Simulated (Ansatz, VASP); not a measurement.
## One calculation of SiC, two programs

The input INCAR:

```
SYSTEM = SiC
  PREC = Accurate
  ENCUT = 600
  EDIFF = 1E-6
  ISMEAR = 0
  SIGMA = 0.02
  LREAL = .FALSE.
  LASPH = .TRUE.
  NELM = 80
  ALGO = Normal
  ISIF = 3
  LWAVE = .FALSE.
  LCHARG = .FALSE.
  GGA = PE
  IBRION = 2
  NSW = 100
  EDIFFG = -0.01
```

KPOINTS

```
regular mesh
0
G
  12 12 12
  0 0 0
```

Contents of POSCAR:

```
SiC
1.0
    1.5494559126      0.8945787882      3.6118276604
   -1.5494559126      0.8945787882      3.6118276604
    0.0000000000     -1.7891575764      3.6118276604
Si C
1 1
Direct
    0.1652543701      0.1652543701      0.1652543701
    0.8348043715      0.8348043715      0.8348043715
```

Input for Ansatz:

```yaml
crystal:
  lattice:
    - [1.5494559126, 0.8945787882, 3.6118276604]
    - [-1.5494559126, 0.8945787882, 3.6118276604]
    - [0.0, -1.7891575764, 3.6118276604]
  atoms:
    - { symbol: Si, position: [0.1652543701, 0.1652543701, 0.1652543701] }
    - { symbol: C, position: [0.8348043715, 0.8348043715, 0.8348043715] }
basis:
  ecutwfc: 420
kpoints:
  mp_grid: { grid: [12, 12, 12] }
hamiltonian:
  xc: pbe
scf:
  occupations: { method: gaussian, width: 0.02 }
output:
  forces: true
  stress: true
  eigenvalues: true
relax:
  adjacent_minimum: "off"
  f_tol: 0.01
  max_steps: 80
  cell: { stress_tol: 0.05 }
```

Alike in both runs: task relaxation of cell and atoms; functional PBE; k mesh 12 × 12 × 12; occupations gaussian, width 0.02 eV; no spin polarisation.

```csv
,VASP,Ansatz
version,VASP 6.6.1,Ansatz 0.2.0
potentials or method,"VASP PAW PBE potentials, release 64 (Si, C), cutoff 600 eV","scalar-relativistic, plane waves, PAW"
valence electrons in the cell,8,8
```

Ansatz gave:

```
gap on the k mesh at the Fermi level, each at its own relaxed structure (eV) : 1.78
relaxed volume (Å³/atom)                                                     : 15.12
relaxed cell length with the largest relative difference (Å)                 : 4.053
```

Estimate VASP's values.

gap on the k mesh at the Fermi level, each at its own relaxed structure (eV): 1.75; relaxed volume (Å³/atom): 15.01; relaxed cell length with the largest relative difference (Å): 4.030.
